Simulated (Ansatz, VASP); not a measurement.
Two plane-wave programs on Mn

Contents of INCAR:

```
PREC = Accurate ; ENCUT = 520
EDIFF = 1E-7 ; ISMEAR = -1
SIGMA = 0.05 ; LREAL = False
LASPH = True ; NELM = 150
ALGO = Normal ; ISIF = 2
LWAVE = False ; LCHARG = False
ISPIN = 2 ; MAGMOM = 2.092 -2.092
LORBIT = 11 ; LMAXMIX = 4
GGA = B5 ; ALDAX = 1.0
AGGAX = 1.0 ; AGGAC = 1.0
ALDAC = 0.0 ; NBANDS = 24
```

KPOINTS

```
Automatic mesh
0
Gamma
  17 17 17
```

Contents of POSCAR:

```
Mn
1.0
    0.0000000000      2.6010917251      2.6010917251
    2.6010917251      0.0000000000      2.6010917251
    2.6010917251      2.6010917251      0.0000000000
Mn
2
Direct
    0.1250000000      0.1250000000      0.1250000000
    0.8750000000      0.8750000000      0.8750000000
```

Input for Ansatz:

```yaml
crystal:
  lattice:
    - [0.0, 2.6010917251, 2.6010917251]
    - [2.6010917251, 0.0, 2.6010917251]
    - [2.6010917251, 2.6010917251, 0.0]
  atoms:
    - { symbol: Mn, position: [0.125, 0.125, 0.125], spin: 2.092 }
    - { symbol: Mn, position: [0.875, 0.875, 0.875], spin: -2.092 }
hamiltonian:
  xc: blyp
  pseudopotentials:
    kind: paw
    azcp:
      Mn: "pseudopotentials/Mn.paw.azcp"
basis:
  ecutwfc: 420
  fft_grid_basis: typed
kpoints:
  mp_grid: { grid: [17, 17, 17], shift: [0, 0, 0] }
magnetization:
  spin_polarized: true
scf:
  occupations: { method: fermi_dirac, width: 0.05 }
```

Alike in both runs: task single point; functional BLYP; k mesh 17 × 17 × 17; occupations fermi-dirac, width 0.05 eV; collinear spin.

|  | VASP | Ansatz |
| --- | --- | --- |
| version | VASP 6.6.1 | Ansatz 0.2.0 |
| potentials or method | VASP PAW PBE potentials, release 64 (Mn_pv), cutoff 520 eV | plane waves (420 eV) with PAW, scalar-relativistic |
| valence electrons in the cell | 26 | 30 |

Ansatz gave:

- net moment per atom (μB): 0.00
- size of the moment on the site where the two differ most (μB): 2.09

Question: Which values does VASP return?

Answer: net moment per atom (μB): 0.00; size of the moment on the site where the two differ most (μB): 2.24.

VASP's potentials were made for PBE, not for BLYP. Site moments also hang on the region over which each program counts them. VASP's potentials hold 26 valence electrons a cell and Ansatz's 30, so a difference there can come from the potentials and not from the codes.
